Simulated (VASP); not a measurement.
TaNiN2:

```
CELL_PARAMETERS angstrom
3.08111 0.00000 0.00000
-1.54056 2.66833 0.00000
0.00000 -1.77888 5.71093
ATOMIC_POSITIONS crystal
Ta 0.50000 0.00000 0.50000
Ni 0.00000 0.00000 0.00000
N 0.11900 0.23800 0.35700
N 0.88100 0.76200 0.64300
```

| Item | Value |
| --- | --- |
| Program | VASP 6.6.1 |
| Task | relaxation of cell and atoms |
| Functional | PBE |
| Potentials or basis | VASP PAW PBE potentials, release 64 (Ta_pv, Ni, N) |
| Cutoff | 600 eV |
| k mesh | 7 × 7 × 7 |
| Occupations | tetrahedron |
| Spin | no spin polarisation |
| Hubbard terms | Ni d U = 5.0 eV |

At the start: pressure 37.7 GPa; volume 11.74 Å³/atom.

Task: How do energy, volume and symmetry change on relaxing?

Result: Over 14 steps the energy falls by 524.5 meV/atom and the volume is 12.33 Å³/atom (+5.1 %); space group R-3m (No. 166, to 0.05 Å).

Step by step:
| step | energy change (eV) | largest force (eV/Å) | pressure (GPa) | volume (Å³) |
| --- | --- | --- | --- | --- |
| 1 | 0.0000 | 7.9301 | 37.71 | 46.95 |
| 2 | 1.7085 | 4.3197 | -31.52 | 68.12 |
| 3 | -1.7627 | 1.1286 | -12.82 | 54.12 |
| 4 | -1.7791 | 1.5309 | -10.37 | 53.51 |
| 5 | -1.7801 | 1.7017 | -9.30 | 53.27 |
| 6 | -2.0558 | 0.0971 | 1.47 | 49.26 |
| 7 | -2.0567 | 0.0402 | 0.66 | 49.49 |
| 8 | -2.0976 | 0.0653 | 0.34 | 49.29 |
| 9 | -2.0978 | 0.0644 | 0.32 | 49.27 |
| 10 | -2.0978 | 0.0647 | 0.32 | 49.28 |
| 11 | -2.0979 | 0.0431 | -0.51 | 49.43 |
| 12 | -2.0980 | 0.0020 | -0.19 | 49.37 |
| 13 | -2.0980 | 0.0132 | -0.07 | 49.35 |
| 14 | -2.0981 | 0.0009 | -0.01 | 49.33 |

Final structure:
```cif
data_structure
_symmetry_space_group_name_H-M 'P 1'
_symmetry_Int_Tables_number 1
_cell_length_a 3.1262
_cell_length_b 3.1262
_cell_length_c 6.1010
_cell_angle_alpha 104.845
_cell_angle_beta 90.000
_cell_angle_gamma 120.000
_cell_volume 49.33
loop_
_atom_site_label
_atom_site_type_symbol
_atom_site_fract_x
_atom_site_fract_y
_atom_site_fract_z
_atom_site_occupancy
Ta1 Ta 0.50000 0.00000 0.50000 1
Ni1 Ni 0.00000 0.00000 0.00000 1
N1 N 0.10522 0.21043 0.31565 1
N2 N 0.89478 0.78957 0.68435 1
```

Caveat: the electronic state changed during the relaxation; the run has no spin polarisation, though such a crystal can be magnetic; U without spin polarisation on a metal has little footing; tetrahedron occupations give inexact forces and stress in metals.
